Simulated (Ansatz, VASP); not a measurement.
## One calculation of Ba2SO, two programs

The input INCAR:

```
SYSTEM = Ba2SO
PREC = Accurate
ENCUT = 520
EDIFF = 1E-6
ISMEAR = 0
SIGMA = 0.01
LREAL = .False.
LASPH = .True.
NELM = 100
ALGO = Normal
ISIF = 2
LWAVE = .False.
LCHARG = .False.
GGA = PE
NBANDS = 24
```

File KPOINTS:

```
regular mesh
0
Gamma
  6 6 4
  0 0 0
```

POSCAR

```
Ba2SO
1.0
    4.2157577008      0.0000000000      0.0000000000
    0.0000000000      4.2157577008      0.0000000000
    0.0000000000      0.0000000000      5.9677751390
O Ba S
1 2 1
Direct
    0.0000000000      0.0000000000      0.0000000000
    0.0000000000      0.0000000000      0.5000000000
    0.5000000000      0.5000000000      0.0000000000
    0.5000000000      0.5000000000      0.5000000000
```

Input for Ansatz:

```yaml
crystal:
  lattice:
    - [4.2157577008, 0.0, 0.0]
    - [0.0, 4.2157577008, 0.0]
    - [0.0, 0.0, 5.967775139]
  atoms:
    - { symbol: O, position: [0.0, 0.0, 0.0] }
    - { symbol: Ba, position: [0.0, 0.0, 0.5] }
    - { symbol: S, position: [0.5, 0.5, 0.5] }
    - { symbol: Ba, position: [0.5, 0.5, 0.0] }
kpoints:
  mp_grid: { grid: [6, 6, 4] }
hamiltonian:
  xc: pbe
scf:
  occupations: { method: fixed }
  n_extra_bands: 5
output:
  forces: true
  stress: true
  eigenvalues: true
```

Alike in both runs: task single point; functional PBE; k mesh 6 × 6 × 4; no spin polarisation.

```csv
,VASP,Ansatz
version,VASP 6.6.1,Ansatz 0.2.0
potentials or method,"VASP PAW PBE potentials, release 64 (O, Ba_sv, S)","plane waves, PAW"
plane-wave cutoff (eV),520,420
occupations,"gaussian, width 0.01 eV",fixed
valence electrons in the cell,32,32
```

|  | VASP | Ansatz | Ansatz less VASP |
| --- | --- | --- | --- |
| gap on the k mesh at the Fermi level (eV) | 1.51 | 1.58 | +0.070 |
| pressure (GPa) | 4.5 | 3.5 | -1.00 |

Spin-orbit coupling is off throughout.
